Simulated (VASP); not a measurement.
# Ga (P6/mmm) in VASP: notebook

Ga is run at these levels: PBEsol; tasks: single point, relaxation of cell and atoms.

All numbers are computed with VASP 6.6.1; they aren't measurements. Logs are shortened: lines on timing, memory, paths and dates and some standing lists are left out, and cuts for length are marked.

### 1 The cell of the first run

Symmetry: P6/mmm, No. 191, hexagonal system. Conventional cell: a = 2.888 Å, b = 2.888 Å, c = 2.698 Å, α = 90.00°, β = 90.00°, γ = 120.00°. Within 3.6 Å of Ga (site symmetry 6/mmm) lie 8 Ga at 2.70 to 2.89 Å.

This isn't the form of Ga at room conditions, which is orthorhombic.

### 2 Single point, PBEsol

INCAR

```
SYSTEM = Ga
ALGO = Normal
EDIFF = 1E-7
ENCUT = 520
GGA = PS
ISIF = 2
ISMEAR = 0
LASPH = .True.
LCHARG = .False.
LREAL = .False.
LWAVE = .False.
NBANDS = 12
NELM = 100
PREC = Accurate
SIGMA = 0.1
```

KPOINTS

```
k-points
0
Gamma
  9 9 6
  0 0 0
```

POSCAR

```
Ga
1.0
    2.8879143029      0.0000000000      0.0000000000
   -1.4439571514      2.5010071502      0.0000000000
    0.0000000000      0.0000000000      2.6983949268
Ga
1
Direct
    0.0000000000      0.0000000000      0.0000000000
```

Potentials or basis: VASP PAW PBE potentials, release 64 (Ga_d).

On the command line:

```
> cat potpaw_PBE.64/Ga_d/POTCAR > POTCAR
> mpirun -np 1 vasp_std > vasp.out
```

OUTCAR:

```text
SYSTEM = Ga
   EDIFF = 1E-7
   ENCUT = 520
   GGA = PS
   ISIF = 2
   ISMEAR = 0
   LASPH = .True.
   LREAL = .False.
   NELM = 100
   PREC = Accurate

 ion  position               nearest neighbor table
   1  0.000  0.000  0.000-

  LATTYP: Found a hexagonal cell.
 ALAT       =     2.8879143029
 C/A-ratio  =     0.9343750000

  Lattice vectors:

 A1 = (   2.8879143029,   0.0000000000,   0.0000000000)
 A2 = (  -1.4439571514,   2.5010071502,   0.0000000000)
 A3 = (   0.0000000000,   0.0000000000,   2.6983949268)

Analysis of symmetry for initial positions (statically):
=====================================================================
 Subroutine PRICEL returns:
 Original cell was already a primitive cell.

 Routine SETGRP: Setting up the symmetry group for a
 hexagonal supercell.

 Subroutine GETGRP returns: Found 24 space group operations
 (whereof 24 operations were pure point group operations)
 out of a pool of 24 trial point group operations.

The static configuration has the point symmetry D_6h.

Analysis of symmetry for dynamics (positions and initial velocities):
=====================================================================
 Subroutine PRICEL returns:
 Original cell was already a primitive cell.

 Routine SETGRP: Setting up the symmetry group for a
 hexagonal supercell.

 Subroutine GETGRP returns: Found 24 space group operations
 (whereof 24 operations were pure point group operations)
 out of a pool of 24 trial point group operations.

The dynamic configuration has the point symmetry D_6h.

 Subroutine INISYM returns: Found 24 space group operations
 (whereof 24 operations are pure point group operations),
 and found     1 'primitive' translations

----------------------------------------------------------------------------------------

                                     Primitive cell

  volume of cell :      19.4897

  direct lattice vectors                    reciprocal lattice vectors
     2.887914303  0.000000000  0.000000000     0.346270663  0.199919460  0.000000000
    -1.443957151  2.501007150  0.000000000     0.000000000  0.399838921  0.000000000
     0.000000000  0.000000000  2.698394927     0.000000000  0.000000000  0.370590676

  length of vectors
     2.887914303  2.887914303  2.698394927     0.399838921  0.399838921  0.370590676

  position of ions in fractional coordinates (direct lattice)
     0.000000000  0.000000000  0.000000000

  ion indices of the primitive-cell ions
   primitive index   ion index
                 1           1

----------------------------------------------------------------------------------------

 KPOINTS: k-points

Automatic generation of k-mesh.
 Grid dimensions read from file:
 generate k-points for:    9    9    6

 Generating k-lattice:

  Cartesian coordinates                     Fractional coordinates (reciprocal lattice)
     0.038474518  0.022213273  0.000000000     0.111111111  0.000000000  0.000000000
     0.000000000  0.044426547  0.000000000     0.000000000  0.111111111  0.000000000
     0.000000000  0.000000000  0.061765113     0.000000000  0.000000000  0.166666667

  Length of vectors
     0.044426547  0.044426547  0.061765113

  Shift w.r.t. Gamma in fractional coordinates (k-lattice)
     0.000000000  0.000000000  0.000000000

 Subroutine IBZKPT returns following result:
 ===========================================

 Found     48 irreducible k-points:

 Following reciprocal coordinates:
            Coordinates               Weight
  0.000000  0.000000  0.000000      1.000000
  0.111111  0.000000  0.000000      6.000000
  0.222222  0.000000  0.000000      6.000000
  0.333333  0.000000  0.000000      6.000000
  0.444444  0.000000  0.000000      6.000000
  0.111111  0.111111  0.000000      6.000000
[... 16 lines left out ...]
  0.333333  0.222222  0.166667     24.000000
  0.333333  0.333333  0.166667      4.000000
 [... further k-points ...]
   k-points           NKPTS =     48   k-points in BZ     NKDIM =     48   number of bands    NBANDS=     12
   number of dos      NEDOS =    301   number of ions     NIONS =      1
   total plane-waves  NPLWV =  11520
   dimension x,y,z NGX =    24 NGY =   24 NGZ =   20
   dimension x,y,z NGXF=    48 NGYF=   48 NGZF=   40
   ions per type =               1
   NGX,Y,Z   is equivalent  to a cutoff of  13.82, 13.82, 12.32 a.u.
   NGXF,Y,Z  is equivalent  to a cutoff of  27.63, 27.63, 24.64 a.u.
 SYSTEM =  Ga
   PREC   = accura    normal or accurate (medium, high low for compatibility)
   ISTART =      0    job   : 0-new  1-cont  2-samecut
   ICHARG =      2    charge: 1-file 2-atom 10-const
   ISPIN  =      1    spin polarized calculation?
   LNONCOLLINEAR =      F non collinear calculations
   LSORBIT =      F    spin-orbit coupling
   LASPH  =      T    aspherical Exc in radial PAW
   ENCUT  =  520.0 eV  38.22 Ry    6.18 a.u.   5.37  5.37  5.02*2*pi/ulx,y,z
   NELM   =    100;   NELMIN=  2; NELMDL= -5     # of ELM steps
   EDIFF  = 0.1E-06   stopping-criterion for ELM
   LREAL  =      F    real-space projection
   EDIFFG = 0.1E-05   stopping-criterion for IOM
   NSW    =      0    number of steps for IOM
   IBRION =     -1    ionic relax: 0-MD 1-quasi-New 2-CG
   NFREE  =      0    steps in history (QN), initial steepest desc. (CG)
   ISIF   =      2    stress and relaxation
   ISYM   =      2    0-nonsym 1-usesym 2-fastsym
   POTIM  = 0.5000    time-step for ionic-motion
   TEBEG  =    0.0;   TEEND  =   0.0 temperature during run
   PSTRESS=    0.0 pullay stress
   NELECT =      13.0000    total number of electrons
   NUPDOWN=      -1.0000    fix difference up-down
   EMIN   =  10.00;   EMAX   =-10.00  energy-range for DOS
   EFERMI =   0.00;   METHOD = LEGACY
   ISMEAR =     0;   SIGMA  =   0.10  broadening in eV -4-tet -1-fermi 0-gaus
   EFERMI_NEDOS =   21; number of points for ismear=-14 and -15
   IALGO  =     38    algorithm
   IMIX   =      4    mixing-type and parameters
     AMIX     =   0.40;   BMIX     =  1.00
     AMIX_MAG =   1.60;   BMIX_MAG =  1.00
  volume/ion in A,a.u.               =      19.49       131.52
  Fermi-wavevector in a.u.,A,eV,Ry     =   1.430390  2.703045 27.837719  2.046015
  Thomas-Fermi vector in A             =   2.550240
   LORBIT       =      0    0 simple, 1 ext, 2 COOP (PROOUT), +10 PAW based schemes
   GGA     = PS    functional components
   LHFCALC =     F    Hartree Fock is set to
   AEXX    =    0.0000 exact exchange contribution
   IVDW    =     0    specifies the selected vdW correction
   LEPSILON=     F    determine dielectric tensor
   LRPA    =     F    only Hartree local field effects (RPA)
 non-spin polarized calculation
 Gauss-broadening in eV      SIGMA  =   0.10
  energy-cutoff  :      520.00
  volume of cell :       19.49
 maximum number of plane-waves:       550
 NGX is ok and might be reduce to    24
   NGX = 11   NGY = 11   NGZ = 11

 number of electron      13.0000002 magnetization

 Free energy of the ion-electron system (eV)
  ---------------------------------------------------
  ext. energy  EPLUGINS =         0.00000000
  ---------------------------------------------------
  free energy    TOTEN  =        -3.27861142 eV

  energy without entropy =       -3.27547116  energy(sigma->0) =       -3.27704129

 E-fermi :   4.9832     XC(G=0): -10.9510

 val. band max:        4.8573547349   @ k =   0.1111   0.1111   0.3333
 cond. band min:       5.0106147961   @ k =   0.3333   0.2222   0.3333
 fundamental gap:      0.1532600612
 Fermi energy:         4.9832233626

 k-point     1 :       0.0000    0.0000    0.0000
  band No.  band energies     occupation
      1     -10.1037      2.00000
      2      -9.8427      2.00000
      3      -9.8427      2.00000
      4      -9.5919      2.00000
      5      -9.5919      2.00000
      6      -5.8185      2.00000
      7      13.9935      0.00000
      8      15.9546      0.00000
      9      15.9546      0.00000
     10      17.1417      0.00000
     11      20.7056      0.00000
     12      20.7056      0.00000

 k-point     2 :       0.1111    0.0000    0.0000
  band No.  band energies     occupation
      1     -10.0886      2.00000
      2      -9.8529      2.00000
      3      -9.8128      2.00000
      4      -9.6057      2.00000
      5      -9.5950      2.00000
      6      -5.5181      2.00000
      7      13.1514      0.00000
      8      14.3079      0.00000
      9      14.8969      0.00000
     10      17.4391      0.00000
     11      18.5236      0.00000
     12      22.3073      0.00000

 k-point     3 :       0.2222    0.0000    0.0000
  band No.  band energies     occupation
      1     -10.0576      2.00000
      2      -9.8772      2.00000
      3      -9.7363      2.00000
      4      -9.6406      2.00000
      5      -9.6028      2.00000
      6      -4.6079      2.00000
      7       9.0703      0.00000
      8      13.2833      0.00000
      9      15.2258      0.00000
     10      16.3557      0.00000
     11      18.8730      0.00000
     12      25.5624      0.00000

 k-point     4 :       0.3333    0.0000    0.0000
  band No.  band energies     occupation
      1     -10.0404      2.00000
      2      -9.8946      2.00000
      3      -9.6797      2.00000
      4      -9.6474      2.00000
      5      -9.6117      2.00000
      6      -3.0833      2.00000
      7       5.2722      0.00004
      8      12.0511      0.00000
      9      15.4026      0.00000
     10      16.6443      0.00000
     11      20.0850      0.00000
     12      26.4189      0.00000

 k-point     5 :       0.4444    0.0000    0.0000
  band No.  band energies     occupation
      1     -10.0438      2.00000
      2      -9.8945      2.00000
      3      -9.7049      2.00000
      4      -9.6176      2.00000
      5      -9.5884      2.00000
      6      -1.0127      2.00000
      7       2.0423      2.00000
      8      11.4027      0.00000
      9      14.9222      0.00000
     10      18.1495      0.00000
     11      21.7504      0.00000
     12      23.8012      0.00000
[... 228 lines left out ...]
      1      -9.9682      2.00000
      2      -9.8070      2.00000
      3      -9.7702      2.00000
      4      -9.6710      2.00000
      5      -9.6032      2.00000
      6       0.5036      2.00000
      7       1.9331      2.00000
      8       9.4714      0.00000
      9      14.2908      0.00000
     10      16.9600      0.00000
     11      18.3205      0.00000
     12      24.0678      0.00000

 k-point    22 :       0.2222    0.2222    0.1667
  band No.  band energies     occupation
      1      -9.8920      2.00000
      2      -9.8633      2.00000
      3      -9.7445      2.00000
      4      -9.6756      2.00000
      5      -9.6600      2.00000
      6      -1.6203      2.00000
      7       6.0291      0.00000
      8       7.6125      0.00000
      9      12.7682      0.00000
     10      20.1988      0.00000
     11      21.8231      0.00000
     12      22.8439      0.00000

 k-point    23 :       0.3333    0.2222    0.1667
  band No.  band energies     occupation
      1      -9.8889      2.00000
      2      -9.8163      2.00000
      3      -9.7554      2.00000
      4      -9.6933      2.00000
      5      -9.6652      2.00000
      6       0.3623      2.00000
      7       3.4786      2.00000
      8       6.4404      0.00000
      9      14.4283      0.00000
     10      18.1246      0.00000
     11      20.7849      0.00000
     12      23.0080      0.00000

 k-point    24 :       0.3333    0.3333    0.1667
  band No.  band energies     occupation
      1      -9.8488      2.00000
      2      -9.7660      2.00000
      3      -9.7660      2.00000
      4      -9.7171      2.00000
      5      -9.7171      2.00000
      6       1.6097      2.00000
      7       3.9052      2.00000
      8       3.9052      2.00000
      9      15.3289      0.00000
     10      18.6612      0.00000
     11      18.6612      0.00000
     12      27.3234      0.00000

 [... further k-points ...]

------------------------ aborting loop because EDIFF is reached ----------------------------------------

  FORCE on cell =-STRESS in cart. coord.  units (eV):
  Direction    XX          YY          ZZ          XY          YZ          ZX
  --------------------------------------------------------------------------------------
  -------------------------------------------------------------------------------------
  Total       -0.6316276     -0.6316276      0.1855490     -0.0000000      0.0000000     -0.0000000
  in kB      -51.9238588    -51.9238588     15.2533231     -0.0000000      0.0000000     -0.0000000
  external PRESSURE =     -29.5314648 kB  Pullay stress =       0.0000000 kB

 VOLUME and BASIS-vectors are now :
 -----------------------------------------------------------------------------
  energy-cutoff  :      520.00
  volume of cell :       19.49
      direct lattice vectors                 reciprocal lattice vectors
     2.887914303  0.000000000  0.000000000     0.346270663  0.199919460  0.000000000
    -1.443957151  2.501007150  0.000000000     0.000000000  0.399838921  0.000000000
     0.000000000  0.000000000  2.698394927     0.000000000  0.000000000  0.370590676

 POSITION                                       TOTAL-FORCE (eV/Angst)
 -----------------------------------------------------------------------------------
      0.00000      0.00000      0.00000         0.000000      0.000000      0.000000
 -----------------------------------------------------------------------------------
    total drift:                                0.000000      0.000000      0.000000

  FREE ENERGIE OF THE ION-ELECTRON SYSTEM (eV)
  ---------------------------------------------------
  free  energy   TOTEN  =        -3.2786114173 eV

  energy  without entropy=       -3.2754711614  energy(sigma->0) =       -3.27704129
```

Wall time 4 s (1 thread of Intel Xeon 6975P-C (Granite Rapids), shared host); peak memory 0.13 GiB.

What came out:

```
Free energy            : -3.2786 eV
Pressure               : -3.0 GPa
Band gap on the k mesh : zero (an odd number of electrons rules out a gap without spin polarisation)
```

Stress tensor (GPa, compression positive):
```
-5.19  0.00  0.00
 0.00 -5.19  0.00
 0.00  0.00  1.53
```

Caveat: the k points lie up to 0.39 Å⁻¹ apart, too coarse for converged energies and pressures of a metal; the PAW data sets were made with another functional, which shifts forces and pressure a little.

### 3 Single point, PBEsol

This run uses another cell than the first one, of 18.12 Å³/atom.

INCAR

```
SYSTEM = Ga
PREC = Accurate
ENCUT = 520
EDIFF = 1E-6
ISMEAR = 0
SIGMA = 0.1
LREAL = .False.
LASPH = .True.
NELM = 80
ALGO = Fast
ISIF = 2
LWAVE = .False.
LCHARG = .False.
GGA = PS
NBANDS = 12
```

KPOINTS

```
Automatic mesh
0
Gamma
  24 24 20
  0 0 0
```

POSCAR

```
Ga
1.0
    2.7939013734      0.0000000000      0.0000000000
   -1.3969506867      2.4195895650      0.0000000000
    0.0000000000      0.0000000000      2.6808384836
Ga
1
Direct
    0.0000000000      0.0000000000      0.0000000000
```

Potentials or basis: VASP PAW PBE potentials, release 64 (Ga_d).

On the command line:

```
> cat potpaw_PBE.64/Ga_d/POTCAR > POTCAR
> mpirun -np 1 vasp_std > vasp.out
```

Run time: 39 s. Hardware: 1 thread of Intel Xeon 6975P-C (Granite Rapids), shared host; peak memory 0.24 GiB.

It converged, with:

```yaml
Free_energy: -3.3103 eV
Pressure: 0.0 GPa
Band_gap_on_the_k_mesh: zero (an odd number of electrons rules out a gap without spin polarisation)
```

Levels at points of the mesh, in eV from the Fermi level:
```tsv
k point	band 5	band 6	band 7	band 8	band 9	band 10
(0.00, 0.00, 0.00)	-14.58	-11.32	8.79	12.11	12.21	12.21
(0.50, 0.00, 0.00)	-14.55	-5.03	-4.17	7.01	10.65	13.82
(0.00, 0.00, 0.50)	-14.73	-6.76	-4.69	15.90	15.90	19.27
(0.50, 0.00, 0.50)	-14.45	-0.69	-0.14	0.21	4.62	10.51
```

Caveat: the PAW data sets were made with another functional, which shifts forces and pressure a little.

### 4 Single point, PBEsol

This run uses another cell than the first one, of 18.14 Å³/atom.

INCAR

```
SYSTEM = Ga
PREC = Accurate
ENCUT = 520
EDIFF = 1E-7
ISMEAR = 0
SIGMA = 0.1
LREAL = .False.
LASPH = .True.
NELM = 80
ALGO = Normal
ISIF = 2
LWAVE = .False.
LCHARG = .True.
GGA = PS
LELF = .True.
LVHAR = .True.
NBANDS = 12
```

KPOINTS

```
regular mesh
0
Gamma
  21 21 20
  0 0 0
```

POSCAR

```
Ga
1.0
    2.7985705343      0.0000000000      0.0000000000
   -1.3992852671      2.4236331770      0.0000000000
    0.0000000000      0.0000000000      2.6743824968
Ga
1
Direct
    0.0000000000      0.0000000000      0.0000000000
```

On the command line:

```
> cat potpaw_PBE.64/Ga_d/POTCAR > POTCAR
> mpirun -np 1 vasp_std > vasp.out
```

It took 28 s on 1 thread of Intel Xeon 6975P-C (Granite Rapids), shared host; peak memory 0.22 GiB.

Results (log left out):

- Free energy: -3.3105 eV
- Pressure: 0.1 GPa
- Band gap on the k mesh: zero (an odd number of electrons rules out a gap without spin polarisation)

Levels at points of the mesh, in eV from the Fermi level:
| k point | band 3 | band 4 | band 5 | band 6 | band 7 | band 8 | band 9 | band 10 | band 11 | band 12 |
| --- | --- | --- | --- | --- | --- | --- | --- | --- | --- | --- |
| (0.00, 0.00, 0.00) | -14.86 | -14.56 | -14.56 | -11.29 | 8.91 | 12.14 | 12.14 | 12.22 | 16.56 | 16.73 |
| (0.00, 0.00, 0.50) | -14.81 | -14.71 | -14.71 | -6.69 | -4.66 | 15.86 | 15.86 | 19.21 | 20.06 | 20.69 |

Caveat: the PAW data sets were made with another functional, which shifts forces and pressure a little.

### 5 Relaxation of cell and atoms, PBEsol

INCAR

```
PREC = Accurate
ENCUT = 600
EDIFF = 1E-7
ISMEAR = 0
SIGMA = 0.1
LREAL = False
LASPH = True
NELM = 60
ALGO = Fast
ISIF = 3
LWAVE = False
LCHARG = False
GGA = PS
IBRION = 2
NSW = 100
EDIFFG = -0.01
```

KPOINTS

```
regular mesh
0
Gamma
  21 21 20
```

POSCAR

```
Ga
1.0
    2.8879143029      0.0000000000      0.0000000000
   -1.4439571514      2.5010071502      0.0000000000
    0.0000000000      0.0000000000      2.6983949268
Ga
1
Direct
    0.0000000000      0.0000000000      0.0000000000
```

On the command line:

```
> cat potpaw_PBE.64/Ga_d/POTCAR > POTCAR
> mpirun -np 1 vasp_std > vasp.out
```

It took 2.4 min on 1 thread of Intel Xeon 6975P-C (Granite Rapids), shared host; peak memory 0.26 GiB.

Results (log left out):

* Free energy: -3.3109 eV
* Relaxed volume: 18.13 Å³/atom
* Relaxed cell: a = 2.798 Å, b = 2.798 Å, c = 2.674 Å, α = 90.00°, β = 90.00°, γ = 120.00°
* Space group after relaxing (to 0.1 Å): P6/mmm (No. 191)
* Energy gained by relaxing: 16.6 meV/atom
* Ionic steps: 7
* Pressure after relaxing: 0.1 GPa
* Band gap on the k mesh: zero (an odd number of electrons rules out a gap without spin polarisation)

The path:
| step | energy change (eV) | largest force (eV/Å) | pressure (GPa) | volume (Å³) |
| --- | --- | --- | --- | --- |
| 1 | 0.0000 | 0.0000 | -3.42 | 19.49 |
| 2 | -0.0156 | 0.0000 | -0.49 | 18.34 |
| 3 | -0.0160 | 0.0000 | 0.00 | 18.17 |
| 4 | -0.0160 | 0.0000 | 0.13 | 18.13 |
| 5 | -0.0165 | 0.0000 | 0.03 | 18.13 |
| 6 | -0.0166 | 0.0000 | 0.01 | 18.13 |
| 7 | -0.0166 | 0.0000 | 0.05 | 18.13 |

Final structure:
```cif
data_structure
_symmetry_space_group_name_H-M 'P 1'
_symmetry_Int_Tables_number 1
_cell_length_a 2.7983
_cell_length_b 2.7983
_cell_length_c 2.6740
_cell_angle_alpha 90.000
_cell_angle_beta 90.000
_cell_angle_gamma 120.000
_cell_volume 18.13
loop_
_atom_site_label
_atom_site_type_symbol
_atom_site_fract_x
_atom_site_fract_y
_atom_site_fract_z
_atom_site_occupancy
Ga1 Ga 0.00000 0.00000 0.00000 1
```

Levels at points of the mesh, in eV from the Fermi level:
```
           k point  band 3  band 4  band 5  band 6  band 7  band 8  band 9  band 10
(0.00, 0.00, 0.00)  -14.86  -14.56  -14.56  -11.29    8.91   12.15   12.15    12.22
(0.00, 0.00, 0.50)  -14.81  -14.71  -14.71   -6.69   -4.66   15.87   15.87    19.21
```

Caveat: the PAW data sets were made with another functional, which shifts forces and pressure a little.

### 6 Summary

| task | cell | k mesh | cutoff (eV) | gap on the mesh (eV) | pressure (GPa) |
| --- | --- | --- | --- | --- | --- |
| single point | a = 2.888, b = 2.888, c = 2.698 Å, angles 90.0, 90.0, 120.0°, 1 atom | 9 × 9 × 6 | 520 | none | -3.0 |
| single point | a = 2.794, b = 2.794, c = 2.681 Å, angles 90.0, 90.0, 120.0°, 1 atom | 24 × 24 × 20 | 520 | none | 0.0 |
| single point | a = 2.799, b = 2.799, c = 2.674 Å, angles 90.0, 90.0, 120.0°, 1 atom | 21 × 21 × 20 | 520 | none | 0.1 |
| relaxation of cell and atoms | relaxed from a = 2.888, b = 2.888, c = 2.698 Å, angles 90.0, 90.0, 120.0°, 1 atom | 21 × 21 × 20 | 600 | none | 0.1 |

Alike in all rows: level PBEsol; potentials or basis VASP PAW PBE potentials, release 64 (Ga_d); no spin polarisation; smearing gaussian 0.1 eV.

Caveats: some runs use coarse meshes; the PAW data sets were made with another functional, which shifts forces and pressure a little.

Absolute energies hang on the potentials; compare differences alone.

The gap in the log of VASP goes by the Fermi energy; the results here count the filled bands.